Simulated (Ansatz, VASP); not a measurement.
**BAs: VASP beside Ansatz**

INCAR

```
PREC = Accurate ; ENCUT = 520
EDIFF = 1E-7 ; ISMEAR = -1
SIGMA = 0.02 ; LREAL = F
LASPH = T ; NELM = 150
ALGO = Normal ; ISIF = 2
LWAVE = F ; LCHARG = F
LNONCOLLINEAR = T ; MAGMOM = 0 0 0 0 0 0
LORBIT = 11 ; LSORBIT = T
GGA_COMPAT = F ; LORBMOM = T
GGA = PE ; NBANDS = 20
```

The input KPOINTS:

```
regular mesh
0
Gamma
  10 10 10
```

The input POSCAR:

```
BAs
1.0
    0.0000000000      2.3918698983      2.3918698983
    2.3918698983      0.0000000000      2.3918698983
    2.3918698983      2.3918698983      0.0000000000
B As
1 1
Direct
    0.0000000000      0.0000000000      0.0000000000
    0.2500000000      0.2500000000      0.2500000000
```

Input for Ansatz:

```yaml
crystal:
  lattice:
    - [0.0, 2.3918698983, 2.3918698983]
    - [2.3918698983, 0.0, 2.3918698983]
    - [2.3918698983, 2.3918698983, 0.0]
  atoms:
    - { symbol: B, position: [0.0, 0.0, 0.0] }
    - { symbol: As, position: [0.25, 0.25, 0.25] }
kpoints:
  mp_grid: { grid: [10, 10, 10] }
  band_path:
    path:
      - [0.0, 0.0, 0.0]
      - [-0.5, -0.5, 0.0]
      - [-0.375, -0.375, 0.25]
      - [-0.375, 0.0, 0.375]
      - [0.0, 0.0, 0.5]
      - [-0.5, -0.25, 0.25]
      - [0.0, 0.4, 0.4]
    npoints: 1
hamiltonian:
  xc: pbe
scf:
  occupations: { method: fermi_dirac, width: 0.02 }
  n_extra_bands: 8
magnetization:
  noncollinear: true
  spin_orbit: true
output:
  forces: true
  stress: true
  eigenvalues: true
```

Alike in both runs: task single point; functional PBE; k mesh 10 × 10 × 10; occupations fermi-dirac, width 0.02 eV; non-collinear spin, spin-orbit coupling.

|  | VASP | Ansatz |
| --- | --- | --- |
| version | VASP 6.6.1 | Ansatz 0.2.0 |
| potentials or method | VASP PAW PBE potentials, release 64 (B, As) | plane waves, PAW |
| plane-wave cutoff (eV) | 520 | 420 |
| valence electrons in the cell | 8 | 18 |

VASP gave:

```
pressure (GPa)           : 2.8
net moment per atom (μB) : 0.00
```

Problem. Which values does Ansatz return?

Solution. Pressure (GPa): 2.2; net moment per atom (μB): 0.00.

VASP's potentials hold 8 valence electrons a cell and Ansatz's 18, so a difference there can come from the potentials and not from the codes.
